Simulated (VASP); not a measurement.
# As2Pt (Pa-3) in VASP: notebook, part 2 of 2

VASP 6.6.1. The steps go on from the part before.

**3. Relaxation of cell and atoms, PBE**

This run uses another cell than the first one, of 17.70 Å³/atom.

The input, INCAR:

```
SYSTEM = As2Pt
ALGO = Normal
EDIFF = 1E-7
EDIFFG = -0.005
ENCUT = 500
GGA = PE
GGA_COMPAT = .FALSE.
IBRION = 2
ISIF = 3
ISMEAR = 0
LASPH = .TRUE.
LCHARG = .FALSE.
LREAL = .FALSE.
LWAVE = .FALSE.
NELM = 120
NELMIN = 4
NSW = 100
PREC = Accurate
SIGMA = 0.02
```

The input, KPOINTS:

```
k-points
0
G
  6 6 6
  0 0 0
```

The input, POSCAR:

```
As2Pt
1.0
    5.9665000000      0.0000000000      0.0000000000
    0.0000000000      5.9665000000      0.0000000000
    0.0000000000      0.0000000000      5.9665000000
As Pt
8 4
Direct
    0.3830000000      0.3830000000      0.3830000000
    0.1170000000      0.6170000000      0.8830000000
    0.8830000000      0.1170000000      0.6170000000
    0.6170000000      0.8830000000      0.1170000000
    0.6170000000      0.6170000000      0.6170000000
    0.8830000000      0.3830000000      0.1170000000
    0.1170000000      0.8830000000      0.3830000000
    0.3830000000      0.1170000000      0.8830000000
    0.0000000000      0.0000000000      0.0000000000
    0.5000000000      0.0000000000      0.5000000000
    0.5000000000      0.5000000000      0.0000000000
    0.0000000000      0.5000000000      0.5000000000
```

Potentials or basis: VASP PAW PBE potentials, release 64 (As, Pt).

On the command line:

```
$ cat potpaw_PBE.64/As/POTCAR potpaw_PBE.64/Pt/POTCAR > POTCAR
$ mpirun -np 1 vasp_std > vasp.out
```

OUTCAR:

```text
SYSTEM = As2Pt
   EDIFF = 1E-7
   EDIFFG = -0.005
   ENCUT = 500
   GGA = PE
   IBRION = 2
   ISIF = 3
   ISMEAR = 0
   LASPH = .TRUE.
   LREAL = .FALSE.
   NELM = 120
   NELMIN = 4
   NSW = 100
   PREC = Accurate

 ion  position               nearest neighbor table
   1  0.383  0.383  0.383-   5 2.42  11 2.49  10 2.49  12 2.49
   2  0.117  0.617  0.883-   6 2.42  12 2.49  11 2.49   9 2.49
   3  0.883  0.117  0.617-   7 2.42   9 2.49  10 2.49  12 2.49
   4  0.617  0.883  0.117-   8 2.42  10 2.49   9 2.49  11 2.49
   5  0.617  0.617  0.617-   1 2.42  11 2.49  10 2.49  12 2.49
   6  0.883  0.383  0.117-   2 2.42  12 2.49  11 2.49   9 2.49
   7  0.117  0.883  0.383-   3 2.42   9 2.49  10 2.49  12 2.49
   8  0.383  0.117  0.883-   4 2.42  10 2.49   9 2.49  11 2.49
[... 218 lines left out ...]
  -------------------------------------------------------------------------------------
  Total        9.3771560      9.3771560      9.3771560      0.0000000      0.0000000      0.0000000
  in kB       70.7331156     70.7331156     70.7331156      0.0000000      0.0000000      0.0000000
  external PRESSURE =      70.7331156 kB  Pullay stress =       0.0000000 kB
[... 217 lines left out ...]
--------------------------------------- Ionic step        6  -------------------------------------------

 number of electron      80.0000009 magnetization

 Free energy of the ion-electron system (eV)
  ---------------------------------------------------
  ext. energy  EPLUGINS =         0.00000000
  ---------------------------------------------------
  free energy    TOTEN  =       -67.99345520 eV

  energy without entropy =      -67.99345495  energy(sigma->0) =      -67.99345507

 E-fermi :   7.0619     XC(G=0): -11.1296

 val. band max:        7.0035503973   @ k =   0.3333   0.3333   0.0000
 cond. band min:       7.1165348968   @ k =   0.5000   0.5000   0.5000
 fundamental gap:      0.1129844995
 Fermi energy:         7.0618832073

 k-point     1 :       0.0000    0.0000    0.0000
  band No.  band energies     occupation
      1      -6.9443      2.00000
      2      -5.0300      2.00000
      3      -5.0300      2.00000
      4      -5.0300      2.00000
      5      -2.9087      2.00000
      6      -2.9087      2.00000
[... 1252 lines left out ...]
  FREE ENERGIE OF THE ION-ELECTRON SYSTEM (eV)
  ---------------------------------------------------
  free  energy   TOTEN  =       -67.9934551961 eV

  energy  without entropy=      -67.9934549499  energy(sigma->0) =      -67.99345507

 reached required accuracy - stopping structural energy minimisation
```

OSZICAR:

```text
N       E                     dE             d eps       ncg     rms          rms(c)
DAV:   1     0.423193331785E+03    0.42319E+03   -0.35288E+04  2304   0.145E+03
DAV:   2    -0.424242344837E+02   -0.46562E+03   -0.44687E+03  2688   0.269E+02
DAV:   3    -0.703794601634E+02   -0.27955E+02   -0.27334E+02  2760   0.609E+01
[... 61 lines left out ...]
DAV:   2    -0.679934544959E+02   -0.94326E-05   -0.11202E-04  2688   0.343E-02    0.777E-03
DAV:   3    -0.679934547173E+02   -0.22144E-06   -0.20182E-06  2600   0.598E-03    0.492E-03
DAV:   4    -0.679934550149E+02   -0.29753E-06   -0.42073E-07  2504   0.297E-03    0.168E-03
DAV:   5    -0.679934551490E+02   -0.13412E-06   -0.55413E-08  1432   0.994E-04    0.498E-04
DAV:   6    -0.679934551961E+02   -0.47083E-07   -0.16107E-08  1304   0.532E-04
   6 F= -.67993455E+02 E0= -.67993455E+02  d E =-.748811E-03
```

Run time: 12 min. Hardware: 1 thread of AMD EPYC 9R45 (Zen 5), shared host; peak memory 0.42 GiB.

What came out:

```
Free energy                           : -67.9935 eV
Relaxed volume                        : 18.53 Å³/atom
Relaxed cell                          : a = 6.058 Å, b = 6.058 Å, c = 6.058 Å, α = 90.00°, β = 90.00°, γ = 90.00°
Space group after relaxing (to 0.1 Å) : Pa-3 (No. 205)
Energy gained by relaxing             : 17.5 meV/atom
Ionic steps                           : 6
Pressure after relaxing               : 0.0 GPa
Band gap on the k mesh                : 0.11 eV (least direct gap 0.78 eV)
```

The path:
| step | energy change (eV) | largest force (eV/Å) | pressure (GPa) | volume (Å³) |
| --- | --- | --- | --- | --- |
| 1 | 0.0000 | 0.0035 | 7.07 | 212.40 |
| 2 | 0.1662 | 0.1394 | -7.50 | 237.34 |
| 3 | -0.2087 | 0.0589 | -0.11 | 222.52 |
| 4 | -0.2088 | 0.0577 | 0.02 | 222.32 |
| 5 | -0.2095 | 0.0134 | 0.02 | 222.35 |
| 6 | -0.2096 | 0.0004 | 0.02 | 222.35 |

Final structure:
```cif
data_structure
_symmetry_space_group_name_H-M 'P 1'
_symmetry_Int_Tables_number 1
_cell_length_a 6.0583
_cell_length_b 6.0583
_cell_length_c 6.0583
_cell_angle_alpha 90.000
_cell_angle_beta 90.000
_cell_angle_gamma 90.000
_cell_volume 222.35
loop_
_atom_site_label
_atom_site_type_symbol
_atom_site_fract_x
_atom_site_fract_y
_atom_site_fract_z
_atom_site_occupancy
As1 As 0.38329 0.38329 0.38329 1
As2 As 0.11670 0.61670 0.88330 1
As3 As 0.88330 0.11670 0.61670 1
As4 As 0.61670 0.88330 0.11670 1
As5 As 0.61670 0.61670 0.61670 1
As6 As 0.88330 0.38329 0.11670 1
As7 As 0.11670 0.88330 0.38329 1
As8 As 0.38329 0.11670 0.88330 1
Pt1 Pt 0.00000 0.00000 0.00000 1
Pt2 Pt 0.50000 0.00000 0.50000 1
Pt3 Pt 0.50000 0.50000 0.00000 1
Pt4 Pt 0.00000 0.50000 0.50000 1
```

Caveat: spin-orbit coupling is left out, which moves the levels of the heavy elements.
